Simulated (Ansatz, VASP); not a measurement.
## One calculation of SnO, two programs

```xyz
2
Lattice="0.0000 2.5773 2.5773 2.5773 0.0000 2.5773 2.5773 2.5773 0.0000" Properties=species:S:1:pos:R:3 pbc="T T T"
Sn    0.0000    0.0000    0.0000
O     1.2886    1.2886    1.2886
```

Alike in both runs: task single point; functional LDA; k mesh 6 × 6 × 6; occupations gaussian, width 0.05 eV; no spin polarisation.

|  | VASP | Ansatz |
| --- | --- | --- |
| version | VASP 6.6.1 | Ansatz 0.2.0 |
| potentials or method | VASP PAW LDA potentials, release 64 (Sn_d, O), cutoff 520 eV | scalar-relativistic, plane waves, PAW |
| valence electrons in the cell | 20 | 20 |

VASP gave:

| Property | Result |
| --- | --- |
| gap on the k mesh at the Fermi level (eV) | none |
| pressure (GPa) | 8.5 |

What did Ansatz give for the same quantities?

gap on the k mesh at the Fermi level (eV): none; pressure (GPa): 8.6.

LDA's correlation is that of Perdew and Zunger in VASP and of Perdew and Wang (1992) in Ansatz. A gap of «none» marks a metal or a gap that the smearing closes.
